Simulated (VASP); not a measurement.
# WC (Qusongite) (P-6m2) in VASP: a series of runs, part 3 of 3

VASP 6.6.1. Earlier steps stand in the parts before.

## 6. Single point, PBE

Contents of INCAR:

```
SYSTEM = WC
ALGO     = Normal         ! electronic algorithm
EDIFF    = 1E-6           ! SCF threshold, eV
ENCUT    = 910            ! plane-wave cutoff, eV
GGA      = PE             ! functional
GGA_COMPAT= .FALSE.      
ISIF     = 2              ! what is computed and relaxed
ISMEAR   = 1              ! smearing method
LASPH    = .TRUE.         ! aspherical terms in the spheres
LCHARG   = .FALSE.        ! write CHGCAR
LREAL    = .FALSE.        ! projectors in reciprocal space
LWAVE    = .FALSE.        ! write WAVECAR
NBANDS   = 16             ! bands
NELM     = 120            ! most SCF steps
PREC     = Accurate       ! precision mode
SIGMA    = 0.2            ! smearing width, eV
```

Contents of KPOINTS:

```
k-points
0
G
  11 11 10
  0 0 0
```

Contents of POSCAR:

```
WC
1.0
    2.9065000000      0.0000000000      0.0000000000
   -1.4532500000      2.5171028361      0.0000000000
    0.0000000000      0.0000000000      2.8366000000
W C
1 1
Direct
    0.0000000000      0.0000000000      0.0000000000
    0.6666666667      0.3333333333      0.5000000000
```

Potentials or basis: VASP PAW PBE potentials, release 64 (W_sv, C_h).

Launch:

```sh
$ cat potpaw_PBE.64/W_sv/POTCAR potpaw_PBE.64/C_h/POTCAR > POTCAR
$ mpirun -np 1 vasp_std > vasp.out
```

OUTCAR:

```text
SYSTEM = WC
   EDIFF = 1E-6
   ENCUT = 910
   GGA = PE
   ISIF = 2
   ISMEAR = 1
   LASPH = .TRUE.
   LREAL = .FALSE.
   NELM = 120
   PREC = Accurate

 ion  position               nearest neighbor table
   1  0.000  0.000  0.000-   2 2.20   2 2.20   2 2.20   2 2.20   2 2.20   2 2.20
   2  0.667  0.333  0.500-   1 2.20   1 2.20   1 2.20   1 2.20   1 2.20   1 2.20

  LATTYP: Found a hexagonal cell.
 ALAT       =     2.9065000000
 C/A-ratio  =     0.9759504559

  Lattice vectors:

 A1 = (   2.9065000000,   0.0000000000,   0.0000000000)
 A2 = (  -1.4532500000,   2.5171028361,   0.0000000000)
 A3 = (   0.0000000000,   0.0000000000,   2.8366000000)

Analysis of symmetry for initial positions (statically):
=====================================================================
 Subroutine PRICEL returns:
 Original cell was already a primitive cell.

 Routine SETGRP: Setting up the symmetry group for a
 hexagonal supercell.

 Subroutine GETGRP returns: Found 12 space group operations
 (whereof 12 operations were pure point group operations)
 out of a pool of 24 trial point group operations.

The static configuration has the point symmetry D_3h.

Analysis of symmetry for dynamics (positions and initial velocities):
=====================================================================
 Subroutine PRICEL returns:
 Original cell was already a primitive cell.

 Routine SETGRP: Setting up the symmetry group for a
 hexagonal supercell.

 Subroutine GETGRP returns: Found 12 space group operations
 (whereof 12 operations were pure point group operations)
 out of a pool of 24 trial point group operations.

The dynamic configuration has the point symmetry D_3h.

 Subroutine INISYM returns: Found 12 space group operations
 (whereof 12 operations are pure point group operations),
 and found     1 'primitive' translations

----------------------------------------------------------------------------------------

                                     Primitive cell

  volume of cell :      20.7525

  direct lattice vectors                    reciprocal lattice vectors
     2.906500000  0.000000000  0.000000000     0.344056425  0.198641070  0.000000000
    -1.453250000  2.517102836  0.000000000     0.000000000  0.397282139  0.000000000
     0.000000000  0.000000000  2.836600000     0.000000000  0.000000000  0.352534725

  length of vectors
     2.906500000  2.906500000  2.836600000     0.397282139  0.397282139  0.352534725

  position of ions in fractional coordinates (direct lattice)
     0.000000000  0.000000000  0.000000000
     0.666666667  0.333333333  0.500000000

  ion indices of the primitive-cell ions
   primitive index   ion index
                 1           1
                 2           2

----------------------------------------------------------------------------------------

 KPOINTS: k-points

Automatic generation of k-mesh.
 Grid dimensions read from file:
 generate k-points for:   11   11   10

 Generating k-lattice:

  Cartesian coordinates                     Fractional coordinates (reciprocal lattice)
     0.031277857  0.018058279  0.000000000     0.090909091  0.000000000  0.000000000
     0.000000000  0.036116558  0.000000000     0.000000000  0.090909091  0.000000000
     0.000000000  0.000000000  0.035253472     0.000000000  0.000000000  0.100000000

  Length of vectors
     0.036116558  0.036116558  0.035253472

  Shift w.r.t. Gamma in fractional coordinates (k-lattice)
     0.000000000  0.000000000  0.000000000

 Subroutine IBZKPT returns following result:
 ===========================================

 Found     96 irreducible k-points:

 Following reciprocal coordinates:
            Coordinates               Weight
  0.000000  0.000000  0.000000      1.000000
  0.090909 -0.000000  0.000000      6.000000
  0.181818 -0.000000  0.000000      6.000000
  0.272727  0.000000  0.000000      6.000000
  0.363636  0.000000  0.000000      6.000000
  0.454545  0.000000  0.000000      6.000000
[... 16 lines left out ...]
  0.090909  0.090909  0.100000     12.000000
  0.181818  0.090909  0.100000     24.000000
 [... further k-points ...]
   k-points           NKPTS =     96   k-points in BZ     NKDIM =     96   number of bands    NBANDS=     16
   number of dos      NEDOS =    301   number of ions     NIONS =      2
   total plane-waves  NPLWV =  25200
   dimension x,y,z NGX =    30 NGY =   30 NGZ =   28
   dimension x,y,z NGXF=    60 NGYF=   60 NGZF=   56
   ions per type =               1   1
   NGX,Y,Z   is equivalent  to a cutoff of  17.16, 17.16, 16.41 a.u.
   NGXF,Y,Z  is equivalent  to a cutoff of  34.32, 34.32, 32.82 a.u.
 SYSTEM =  WC
   PREC   = accura    normal or accurate (medium, high low for compatibility)
   ISTART =      0    job   : 0-new  1-cont  2-samecut
   ICHARG =      2    charge: 1-file 2-atom 10-const
   ISPIN  =      1    spin polarized calculation?
   LNONCOLLINEAR =      F non collinear calculations
   LSORBIT =      F    spin-orbit coupling
   LASPH  =      T    aspherical Exc in radial PAW
   ENCUT  =  910.0 eV  66.88 Ry    8.18 a.u.   7.15  7.15  6.98*2*pi/ulx,y,z
   NELM   =    120;   NELMIN=  2; NELMDL= -5     # of ELM steps
   EDIFF  = 0.1E-05   stopping-criterion for ELM
   LREAL  =      F    real-space projection
   EDIFFG = 0.1E-04   stopping-criterion for IOM
   NSW    =      0    number of steps for IOM
   IBRION =     -1    ionic relax: 0-MD 1-quasi-New 2-CG
   NFREE  =      0    steps in history (QN), initial steepest desc. (CG)
   ISIF   =      2    stress and relaxation
   ISYM   =      2    0-nonsym 1-usesym 2-fastsym
   POTIM  = 0.5000    time-step for ionic-motion
   TEBEG  =    0.0;   TEEND  =   0.0 temperature during run
   PSTRESS=    0.0 pullay stress
   NELECT =      18.0000    total number of electrons
   NUPDOWN=      -1.0000    fix difference up-down
   EMIN   =  10.00;   EMAX   =-10.00  energy-range for DOS
   EFERMI =   0.00;   METHOD = LEGACY
   ISMEAR =     1;   SIGMA  =   0.20  broadening in eV -4-tet -1-fermi 0-gaus
   EFERMI_NEDOS =   21; number of points for ismear=-14 and -15
   IALGO  =     38    algorithm
   IMIX   =      4    mixing-type and parameters
     AMIX     =   0.40;   BMIX     =  1.00
     AMIX_MAG =   1.60;   BMIX_MAG =  1.00
  volume/ion in A,a.u.               =      10.38        70.02
  Fermi-wavevector in a.u.,A,eV,Ry     =   1.561262  2.950358 33.164744  2.437540
  Thomas-Fermi vector in A             =   2.664353
   LORBIT       =      0    0 simple, 1 ext, 2 COOP (PROOUT), +10 PAW based schemes
   GGA     = PE    functional components
   LHFCALC =     F    Hartree Fock is set to
   AEXX    =    0.0000 exact exchange contribution
   IVDW    =     0    specifies the selected vdW correction
   LEPSILON=     F    determine dielectric tensor
   LRPA    =     F    only Hartree local field effects (RPA)
 non-spin polarized calculation
 Methfessel and Paxton  Order N= 1 SIGMA  =   0.20
  energy-cutoff  :      910.00
  volume of cell :       20.75
 maximum number of plane-waves:      1312
 NGX is ok and might be reduce to    30
   NGX = 15   NGY = 15   NGZ = 13

 number of electron      18.0000001 magnetization

 Free energy of the ion-electron system (eV)
  ---------------------------------------------------
  ext. energy  EPLUGINS =         0.00000000
  ---------------------------------------------------
  free energy    TOTEN  =       -22.44964018 eV

  energy without entropy =      -22.44992080  energy(sigma->0) =      -22.44973372

 E-fermi :  11.4553     XC(G=0): -13.8351

 val. band max:       11.3988141803   @ k =   0.4545   0.0909   0.5000
 cond. band min:      11.4647621596   @ k =   0.2727   0.2727   0.0000
 fundamental gap:      0.0659479793
 Fermi energy:        11.4552535175

 k-point     1 :       0.0000    0.0000    0.0000
  band No.  band energies     occupation
      1     -62.5994      2.00000
      2     -26.5793      2.00000
      3     -26.4774      2.00000
      4     -26.4774      2.00000
      5      -3.0394      2.00000
      6       7.0962      2.00000
[... 8 lines left out ...]
     15      25.7549      0.00000
     16      28.1474      0.00000
[... 419 lines left out ...]
 k-point    24 :       0.1818    0.0909    0.1000
  band No.  band energies     occupation
      1     -62.5681      2.00000
      2     -26.8498      2.00000
      3     -26.5980      2.00000
      4     -26.5758      2.00000
      5      -1.4871      2.00000
      6       6.1565      2.00000
[... 8 lines left out ...]
     15      24.9621      0.00000
     16      29.2140      0.00000

 [... further k-points ...]
[... 5 lines left out ...]
  --------------------------------------------------------------------------------------
  -------------------------------------------------------------------------------------
  Total        0.8676601      0.8676601      0.8528623      0.0000000     -0.0000000      0.0000000
  in kB       66.9870435     66.9870435     65.8445949      0.0000000     -0.0000000      0.0000000
  external PRESSURE =      66.6062273 kB  Pullay stress =       0.0000000 kB

 VOLUME and BASIS-vectors are now :
 -----------------------------------------------------------------------------
  energy-cutoff  :      910.00
  volume of cell :       20.75
      direct lattice vectors                 reciprocal lattice vectors
     2.906500000  0.000000000  0.000000000     0.344056425  0.198641070  0.000000000
    -1.453250000  2.517102836  0.000000000     0.000000000  0.397282139  0.000000000
     0.000000000  0.000000000  2.836600000     0.000000000  0.000000000  0.352534725

 POSITION                                       TOTAL-FORCE (eV/Angst)
 -----------------------------------------------------------------------------------
      0.00000      0.00000      0.00000         0.000000     -0.000000      0.000000
      1.45325      0.83903      1.41830        -0.000000      0.000000      0.000000
 -----------------------------------------------------------------------------------
    total drift:                               -0.000000      0.000000      0.000000

  FREE ENERGIE OF THE ION-ELECTRON SYSTEM (eV)
  ---------------------------------------------------
  free  energy   TOTEN  =       -22.4496401842 eV

  energy  without entropy=      -22.4499208037  energy(sigma->0) =      -22.44973372
```

It took 83 s on 1 thread of AMD EPYC 7R43 (Zen 3), shared host; peak memory 0.19 GiB.

What came out:

```
Free energy            : -22.4496 eV
Pressure               : 6.7 GPa
Band gap on the k mesh : zero (band 9 reaches 12.05 eV, above the bottom of band 10 at 10.82 eV)
```

Stress tensor (GPa, compression positive):
```
6.70 0.00 0.00
0.00 6.70 0.00
0.00 0.00 6.58
```

Caveat: the cutoff is under 1.25 times the usual one of these potentials, so pressure, stress and relaxed cells hold a basis-set (Pulay) error; spin-orbit coupling is left out, which moves the levels of the heavy elements.

## 7. Summary

```tsv
potentials or basis	cutoff (eV)	smearing	second run	gap on the mesh (eV)	pressure (GPa)
VASP PAW PBE potentials, release 64 (W_sv, C)	520	methfessel-paxton 0.2 eV	-	none	6.8
VASP PAW PBE potentials, release 64 (W_sv, C)	520	methfessel-paxton 0.1 eV	-	none	6.8
VASP PAW PBE potentials, release 64 (W_sv, C_h)	910	methfessel-paxton 0.1 eV	hard_potentials	none	6.7
VASP PAW PBE potentials, release 64 (W_sv, C_h)	910	methfessel-paxton 0.3 eV	hard_potentials	none	6.6
VASP PAW PBE potentials, release 64 (W_sv, C_h)	910	methfessel-paxton 0.2 eV	hard_potentials	none	6.7
```

Alike in all rows: task single point; level PBE; no spin polarisation; cell as given; k mesh 11 × 11 × 10.

Caveats: spin-orbit coupling is left out, which moves the levels of the heavy elements; the cutoff is under 1.25 times the usual one of these potentials, so pressure, stress and relaxed cells hold a basis-set (Pulay) error (some runs).

Absolute energies hang on the potentials; compare differences alone.
